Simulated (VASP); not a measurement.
Input of a VASP 6.6.1 run:

INCAR

```
PREC = Accurate ; ENCUT = 520
EDIFF = 1E-6 ; ISMEAR = 0
SIGMA = 0.05 ; LREAL = False
LASPH = True ; NELM = 60
ALGO = Normal ; ISIF = 2
LWAVE = False ; LCHARG = True
GGA = PE ; LELF = True
LVHAR = True ; NBANDS = 16
```

File KPOINTS:

```
regular mesh
0
Gamma
  10 10 10
```

File POSCAR:

```
HgTe
1.0
    0.0498632566      3.3242171039      3.3242171039
    3.3740803605      0.0000000000      3.3740803605
    3.3242171039      3.3242171039      0.0498632566
Hg Te
1 1
Direct
    0.0000000000      0.0000000000      0.0000000000
    0.2500000000      0.2500000000      0.2500000000
```

Potentials or basis: VASP PAW PBE potentials, release 64 (Hg, Te).

Launch:

```console
$ cat potpaw_PBE.64/Hg/POTCAR potpaw_PBE.64/Te/POTCAR > POTCAR
$ mpirun -np 1 vasp_std > vasp.out
```

(1) Estimate the largest force.

(2) What does it give for the band gap on the k mesh?

Answers

(1) 0.108 eV/Å.

(2) 0.03 eV.

Caveat: spin-orbit coupling is left out, which moves the levels of the heavy elements.
